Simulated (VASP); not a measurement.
# Li2S (Fm-3m) in VASP: electric field gradients with PBEsol

Aim: the electric field gradients of Li2S with PBEsol.

All numbers are computed with VASP 6.6.1; they aren't measurements. Logs are shortened: lines on timing, memory, paths and dates and some standing lists are left out, and cuts for length are marked.

## 1. The cell of the first run

Symmetry: Fm-3m, No. 225, cubic system. The conventional cell has a = 4.192 Å, b = 4.192 Å, c = 4.192 Å, α = 90.00°, β = 90.00°, γ = 90.00°. Within 2.4 Å of Li (site symmetry -43m) lie 4 S at 1.82 Å and 6 Li at 2.10 Å. S (site symmetry m-3m) has 8 Li at 1.82 Å within 2.4 Å.

## 2. Electric field gradients, PBEsol (volume scaled by 0.4)

The input, INCAR:

```
ALGO     = Normal         # electronic algorithm
EDIFF    = 1E-8           # SCF threshold, eV
ENCUT    = 650            # plane-wave cutoff, eV
GGA      = PS             # functional
GGA_COMPAT= False        
ISIF     = 2              # what is computed and relaxed
ISMEAR   = -1             # smearing method
LASPH    = True           # aspherical terms in the spheres
LCHARG   = False          # write CHGCAR
LEFG     = True         
LREAL    = False          # projectors in reciprocal space
LWAVE    = False          # write WAVECAR
NBANDS   = 13             # bands
NELM     = 120            # most SCF steps
PREC     = Accurate       # precision mode
SIGMA    = 0.03           # smearing width, eV
```

The input, KPOINTS:

```
k-points
0
Gamma
  9 9 9
```

The input, POSCAR:

```
Li2S
1.0
    0.0000000000      2.0958455196      2.0958455196
    2.0958455196      0.0000000000      2.0958455196
    2.0958455196      2.0958455196      0.0000000000
Li S
2 1
Direct
    0.2500000000      0.2500000000      0.2500000000
    0.7500000000      0.7500000000      0.7500000000
    0.0000000000      0.0000000000      0.0000000000
```

Potentials or basis: VASP PAW PBE potentials, release 64 (Li_sv, S).

Launch:

```
$ cat potpaw_PBE.64/Li_sv/POTCAR potpaw_PBE.64/S/POTCAR > POTCAR
$ mpirun -np 1 vasp_std > vasp.out
```

OUTCAR:

```text
EDIFF = 1E-8
   ENCUT = 650
   GGA = PS
   ISIF = 2
   ISMEAR = -1
   LASPH = True
   LREAL = False
   NELM = 120
   PREC = Accurate

 ion  position               nearest neighbor table
   1  0.250  0.250  0.250-   3 1.82   3 1.82   3 1.82   3 1.82   2 2.10   2 2.10   2 2.10   2 2.10
                             2 2.10   2 2.10
   2  0.750  0.750  0.750-   3 1.82   3 1.82   3 1.82   3 1.82   1 2.10   1 2.10   1 2.10   1 2.10
                             1 2.10   1 2.10
   3  0.000  0.000  0.000-   2 1.82   2 1.82   2 1.82   1 1.82   2 1.82   1 1.82   1 1.82   1 1.82

  LATTYP: Found a face centered cubic cell.
 ALAT       =     4.1916910392

  Lattice vectors:

 A1 = (   0.0000000000,   2.0958455196,   2.0958455196)
 A2 = (   2.0958455196,   0.0000000000,   2.0958455196)
 A3 = (   2.0958455196,   2.0958455196,   0.0000000000)

Analysis of symmetry for initial positions (statically):
=====================================================================
 Subroutine PRICEL returns:
 Original cell was already a primitive cell.

 Routine SETGRP: Setting up the symmetry group for a
 face centered cubic supercell.

 Subroutine GETGRP returns: Found 48 space group operations
 (whereof 48 operations were pure point group operations)
 out of a pool of 48 trial point group operations.

The static configuration has the point symmetry O_h .

Analysis of symmetry for dynamics (positions and initial velocities):
=====================================================================
 Subroutine PRICEL returns:
 Original cell was already a primitive cell.

 Routine SETGRP: Setting up the symmetry group for a
 face centered cubic supercell.

 Subroutine GETGRP returns: Found 48 space group operations
 (whereof 48 operations were pure point group operations)
 out of a pool of 48 trial point group operations.

The dynamic configuration has the point symmetry O_h .

 Subroutine INISYM returns: Found 48 space group operations
 (whereof 48 operations are pure point group operations),
 and found     1 'primitive' translations

----------------------------------------------------------------------------------------

                                     Primitive cell

  volume of cell :      18.4123

  direct lattice vectors                    reciprocal lattice vectors
     0.000000000  2.095845520  2.095845520    -0.238567201  0.238567201  0.238567201
     2.095845520  0.000000000  2.095845520     0.238567201 -0.238567201  0.238567201
     2.095845520  2.095845520  0.000000000     0.238567201  0.238567201 -0.238567201

  length of vectors
     2.963973158  2.963973158  2.963973158     0.413210514  0.413210514  0.413210514

  position of ions in fractional coordinates (direct lattice)
     0.250000000  0.250000000  0.250000000
     0.750000000  0.750000000  0.750000000
     0.000000000  0.000000000  0.000000000

  ion indices of the primitive-cell ions
   primitive index   ion index
                 1           1
                 2           2
                 3           3

----------------------------------------------------------------------------------------

 KPOINTS: k-points

Automatic generation of k-mesh.
 Grid dimensions read from file:
 generate k-points for:    9    9    9

 Generating k-lattice:

  Cartesian coordinates                     Fractional coordinates (reciprocal lattice)
    -0.026507467  0.026507467  0.026507467     0.111111111  0.000000000  0.000000000
     0.026507467 -0.026507467  0.026507467     0.000000000  0.111111111  0.000000000
     0.026507467  0.026507467 -0.026507467     0.000000000  0.000000000  0.111111111

  Length of vectors
[... 46 lines left out ...]
   PREC   = accura    normal or accurate (medium, high low for compatibility)
   ISTART =      0    job   : 0-new  1-cont  2-samecut
   ICHARG =      2    charge: 1-file 2-atom 10-const
   ISPIN  =      1    spin polarized calculation?
   LNONCOLLINEAR =      F non collinear calculations
   LSORBIT =      F    spin-orbit coupling
   LASPH  =      T    aspherical Exc in radial PAW
   ENCUT  =  650.0 eV  47.77 Ry    6.91 a.u.   6.16  6.16  6.16*2*pi/ulx,y,z
   NELM   =    120;   NELMIN=  2; NELMDL= -5     # of ELM steps
   EDIFF  = 0.1E-07   stopping-criterion for ELM
   LREAL  =      F    real-space projection
   EDIFFG = 0.1E-06   stopping-criterion for IOM
   NSW    =      0    number of steps for IOM
   IBRION =     -1    ionic relax: 0-MD 1-quasi-New 2-CG
   NFREE  =      0    steps in history (QN), initial steepest desc. (CG)
   ISIF   =      2    stress and relaxation
   ISYM   =      2    0-nonsym 1-usesym 2-fastsym
   POTIM  = 0.5000    time-step for ionic-motion
   TEBEG  =    0.0;   TEEND  =   0.0 temperature during run
   PSTRESS=    0.0 pullay stress
   NELECT =      12.0000    total number of electrons
   NUPDOWN=      -1.0000    fix difference up-down
   EMIN   =  10.00;   EMAX   =-10.00  energy-range for DOS
   EFERMI =   0.00;   METHOD = LEGACY
   ISMEAR =    -1;   SIGMA  =   0.03  broadening in eV -4-tet -1-fermi 0-gaus
   EFERMI_NEDOS =   21; number of points for ismear=-14 and -15
   IALGO  =     38    algorithm
   IMIX   =      4    mixing-type and parameters
     AMIX     =   0.40;   BMIX     =  1.00
     AMIX_MAG =   1.60;   BMIX_MAG =  1.00
  volume/ion in A,a.u.               =       6.14        41.42
  Fermi-wavevector in a.u.,A,eV,Ry     =   1.419382  2.682243 27.410915  2.014645
  Thomas-Fermi vector in A             =   2.540408
   LORBIT       =      0    0 simple, 1 ext, 2 COOP (PROOUT), +10 PAW based schemes
   GGA     = PS    functional components
   LHFCALC =     F    Hartree Fock is set to
   AEXX    =    0.0000 exact exchange contribution
   IVDW    =     0    specifies the selected vdW correction
   LEPSILON=     F    determine dielectric tensor
   LRPA    =     F    only Hartree local field effects (RPA)
 non-spin polarized calculation
  energy-cutoff  :      650.00
  volume of cell :       18.41
 maximum number of plane-waves:       702
 NGX is ok and might be reduce to    28
   NGX = 13   NGY = 13   NGZ = 13

 number of electron      12.0000002 magnetization

 Free energy of the ion-electron system (eV)
  ---------------------------------------------------
  ext. energy  EPLUGINS =         0.00000000
  ---------------------------------------------------
  free energy    TOTEN  =        -3.77919669 eV

  energy without entropy =       -3.77919669  energy(sigma->0) =       -3.77919669

 E-fermi :  11.8360     XC(G=0): -12.6737

 val. band max:       11.3330648084   @ k =   0.0000   0.0000   0.0000
 cond. band min:      12.3592739723   @ k =   0.4444   0.4444   0.0000
 fundamental gap:      1.0262091639
 Fermi energy:        11.8359987731

 k-point     1 :       0.0000    0.0000    0.0000
  band No.  band energies     occupation
      1     -33.7895      2.00000
      2     -32.7117      2.00000
      3      -3.2970      2.00000
      4      11.3331      2.00000
      5      11.3331      2.00000
      6      11.3331      2.00000
      7      15.8334      0.00000
      8      15.8334      0.00000
      9      15.8334      0.00000
     10      22.0927      0.00000
     11      24.2508      0.00000
     12      24.2508      0.00000
     13      27.4489      0.00000
[... 354 lines left out ...]
  band No.  band energies     occupation
      1     -33.3478      2.00000
      2     -32.9852      2.00000
      3      -2.3645      2.00000
      4       6.4398      2.00000
      5       6.4398      2.00000
      6       6.9540      2.00000
      7      12.3593      0.00000
      8      20.6038      0.00000
      9      26.5322      0.00000
     10      26.5322      0.00000
     11      29.0501      0.00000
     12      31.7184      0.00000
     13      31.7184      0.00000

 [... further k-points ...]

------------------------ aborting loop because EDIFF is reached ----------------------------------------

  FORCE on cell =-STRESS in cart. coord.  units (eV):
  Direction    XX          YY          ZZ          XY          YZ          ZX
  --------------------------------------------------------------------------------------
  -------------------------------------------------------------------------------------
  Total       24.2268043     24.2268043     24.2268043     -0.0000000      0.0000000     -0.0000000
  in kB     2108.1373975   2108.1373975   2108.1373975     -0.0000000      0.0000000     -0.0000000
  external PRESSURE =    2108.1373975 kB  Pullay stress =       0.0000000 kB

 VOLUME and BASIS-vectors are now :
 -----------------------------------------------------------------------------
  energy-cutoff  :      650.00
  volume of cell :       18.41
      direct lattice vectors                 reciprocal lattice vectors
     0.000000000  2.095845520  2.095845520    -0.238567201  0.238567201  0.238567201
     2.095845520  0.000000000  2.095845520     0.238567201 -0.238567201  0.238567201
     2.095845520  2.095845520  0.000000000     0.238567201  0.238567201 -0.238567201

 POSITION                                       TOTAL-FORCE (eV/Angst)
 -----------------------------------------------------------------------------------
      1.04792      1.04792      1.04792         0.000000      0.000000     -0.000000
      3.14377      3.14377      3.14377        -0.000000     -0.000000      0.000000
      0.00000      0.00000      0.00000         0.000000     -0.000000      0.000000
 -----------------------------------------------------------------------------------
    total drift:                                0.000000      0.000000      0.000000

  FREE ENERGIE OF THE ION-ELECTRON SYSTEM (eV)
  ---------------------------------------------------
  free  energy   TOTEN  =        -3.7791966896 eV

  energy  without entropy=       -3.7791966891  energy(sigma->0) =       -3.77919669

 Electric field gradients (V/A^2)
---------------------------------------------------------------------
 ion       V_xx      V_yy      V_zz      V_xy      V_xz      V_yz
---------------------------------------------------------------------
   1       0.000     0.000     0.000    -0.001    -0.001    -0.001
   2       0.000    -0.000     0.000    -0.001    -0.001    -0.001
   3      -0.000     0.000    -0.000    -0.000    -0.000    -0.000
---------------------------------------------------------------------

 Electric field gradients after diagonalization (V/A^2)
 (convention: |V_zz| > |V_xx| > |V_yy|)
----------------------------------------------------------------------
 ion       V_xx      V_yy      V_zz     asymmetry (V_yy - V_xx)/ V_zz
----------------------------------------------------------------------
   1       0.001     0.001    -0.002       0.000
   2       0.001     0.001    -0.002       0.000
   3       0.000     0.000    -0.000       0.000
----------------------------------------------------------------------

           NMR quadrupolar parameters

 Cq : quadrupolar parameter    Cq=e*Q*V_zz/h
 eta: asymmetry parameters     (V_yy - V_xx)/ V_zz
 Q  : nuclear electric quadrupole moment in mb (millibarn)
----------------------------------------------------------------------
 ion       Cq(MHz)       eta       Q (mb)
----------------------------------------------------------------------
   1      -0.000       0.000       1.000
   2      -0.000       0.000       1.000
   3      -0.000       0.000       1.000
----------------------------------------------------------------------
```

Wall time 7.9 s (1 thread of Intel Xeon 6975P-C (Granite Rapids), shared host); peak memory 0.15 GiB.

What came out:

| Quantity | Value |
| --- | --- |
| Free energy | -3.7792 eV |
| Pressure | 210.8 GPa |
| Band gap on the k mesh | 1.03 eV, indirect (least direct gap 4.50 eV) |

Caveat: without QUAD_EFG the Cq values of the log hold for a quadrupole moment of 1 mb, not for the nuclei; the PAW data sets were made with another functional, which shifts forces and pressure a little. A k mesh can miss the band edges.
